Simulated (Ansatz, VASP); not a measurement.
## One calculation of SnO2, two programs

```
CELL_PARAMETERS angstrom
4.72229 0.00000 0.00000
0.00000 4.72287 0.00000
0.00000 0.00000 3.19040
ATOMIC_POSITIONS crystal
Sn 0.50000 0.50000 0.50000
Sn 0.00000 0.00000 0.00000
O 0.30598 0.30618 0.00000
O 0.80598 0.19382 0.50000
O 0.19402 0.80618 0.50000
O 0.69402 0.69382 0.00000
```

Alike in both runs: functional LDA; k mesh 6 × 6 × 8; occupations gaussian, width 0.02 eV; no spin polarisation.

Ansatz relaxed the structure, and its values are those at the end. VASP's run is a single point on that final structure, the one shown.

|  | VASP | Ansatz |
| --- | --- | --- |
| version | VASP 6.6.1 | Ansatz 0.2.0 |
| potentials or method | VASP PAW LDA potentials, release 64 (Sn_d, O), cutoff 520 eV | scalar-relativistic, plane waves, PAW |
| valence electrons in the cell | 52 | 52 |

```csv
,VASP,Ansatz,Ansatz less VASP
gap on the k mesh at the Fermi level (eV),1.20,1.16,-0.033
least direct gap on the mesh (eV),1.20,1.16,-0.033
pressure (GPa),1.1,0.0,-1.06
rms of the force components (eV/Å),0.011,0.000,-0.0105
```

LDA's correlation is that of Perdew and Zunger in VASP and of Perdew and Wang (1992) in Ansatz.
